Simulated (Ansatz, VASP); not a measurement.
**One calculation of WF2, two programs**

The input POSCAR:

```
WF2
1.0
    5.4382448701      0.0000000000      0.0000000000
    0.0000000000      5.4382448701      0.0000000000
    0.0000000000      0.0000000000      2.6333749419
W F
2 4
Direct
    0.0000000000      0.0000000000      0.0000000000
    0.5000000000      0.5000000000      0.5000000000
    0.2783836547      0.2783836547      0.0000000000
    0.7216163453      0.7216163453      0.0000000000
    0.7783836547      0.2216163453      0.5000000000
    0.2216163453      0.7783836547      0.5000000000
```

Contents of INCAR.step1:

```
SYSTEM = WF2
PREC = Accurate ; ENCUT = 520
ISMEAR = 0 ; SIGMA = 0.1
LREAL = .False. ; LASPH = .True.
NELM = 100 ; NBANDS = 37
GGA = PE ; ALGO = Normal
EDIFF = 1E-4 ; LWAVE = .True.
LCHARG = .False.
```

The input INCAR.step2:

```
SYSTEM = WF2
PREC = Accurate ; ENCUT = 520
EDIFF = 1E-6 ; ISMEAR = 0
SIGMA = 0.1 ; LREAL = .False.
LASPH = .True. ; NELM = 100
ALGO = Normal ; ISIF = 2
LWAVE = .False. ; LCHARG = .False.
METAGGA = R2SCAN ; LMIXTAU = .True.
NBANDS = 37 ; ISTART = 1
```

Contents of KPOINTS:

```
regular mesh
0
Gamma
  8 8 14
  0 0 0
```

Input for Ansatz:

```yaml
crystal:
  lattice:
    - [5.4382448701, 0.0, 0.0]
    - [0.0, 5.4382448701, 0.0]
    - [0.0, 0.0, 2.6333749419]
  atoms:
    - { symbol: W, position: [0.0, 0.0, 0.0] }
    - { symbol: W, position: [0.5, 0.5, 0.5] }
    - { symbol: F, position: [0.2783836547, 0.2783836547, 0.0] }
    - { symbol: F, position: [0.7216163453, 0.7216163453, 0.0] }
    - { symbol: F, position: [0.7783836547, 0.2216163453, 0.5] }
    - { symbol: F, position: [0.2216163453, 0.7783836547, 0.5] }
basis:
  ecutwfc: 500
kpoints:
  mp_grid: { grid: [8, 8, 14] }
hamiltonian:
  xc: r2scan
scf:
  occupations: { method: gaussian, width: 0.1 }
  lower_state_search: "off"
output:
  forces: true
  stress: true
  eigenvalues: true
```

Alike in both runs: task single point; functional r2SCAN; k mesh 8 × 8 × 14; occupations gaussian, width 0.1 eV; no spin polarisation.

|  | VASP | Ansatz |
| --- | --- | --- |
| version | VASP 6.6.1 | Ansatz 0.2.0 |
| potentials or method | VASP PAW PBE potentials, release 64 (W_sv, F), cutoff 520 eV | scalar-relativistic, plane waves, PAW |
| valence electrons in the cell | 56 | 56 |

Ansatz gave:

```
gap on the k mesh at the Fermi level (eV)                     : none
pressure (GPa)                                                : 2.4
traceless stress, the component that is largest in VASP (GPa) : -1.22
rms of the force components (eV/Å)                            : 0.039
```

Question: Estimate VASP's values.

Answer: gap on the k mesh at the Fermi level (eV): none; pressure (GPa): 4.1; traceless stress, the component that is largest in VASP (GPa): -1.41; rms of the force components (eV/Å): 0.074.

VASP's potentials were made for PBE, not for r2SCAN. Atom by atom the forces differ by 0.035 eV/Å (rms over components). A gap of «none» marks a metal or a gap that the smearing closes.

Spin-orbit coupling is off throughout.
